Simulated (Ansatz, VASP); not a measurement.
## GaN in VASP and in Ansatz

```
CELL_PARAMETERS angstrom
0.00000 2.22666 2.22666
2.22666 0.00000 2.22666
2.22666 2.22666 0.00000
ATOMIC_POSITIONS crystal
Ga 0.00000 0.00000 0.00000
N 0.25000 0.25000 0.25000
```

Change from the starting cell: strained cell.

Alike in both runs: functional PBEsol; k mesh 10 × 10 × 10; occupations gaussian, width 0.02 eV; no spin polarisation.

Ansatz relaxed the structure, and its values are those at the end. VASP's run is a single point on that final structure, the one shown.

```csv
,VASP,Ansatz
version,VASP 6.6.1,Ansatz 0.2.0
potentials or method,"VASP PAW PBE potentials, release 64 (Ga_d, N), cutoff 600 eV","scalar-relativistic, plane waves, PAW"
valence electrons in the cell,18,18
```

VASP gave:

* gap on the k mesh at the Fermi level (eV): 1.91
* least direct gap on the mesh (eV): 1.91
* pressure (GPa): 5.6

**Question.** Which values does Ansatz return?

**Answer.** gap on the k mesh at the Fermi level (eV): 1.90; least direct gap on the mesh (eV): 1.90; pressure (GPa): 6.0.

VASP's potentials were made for PBE, not for PBEsol, and Ansatz warns of the same on its side. Ansatz's warnings: stress scf threshold loose.
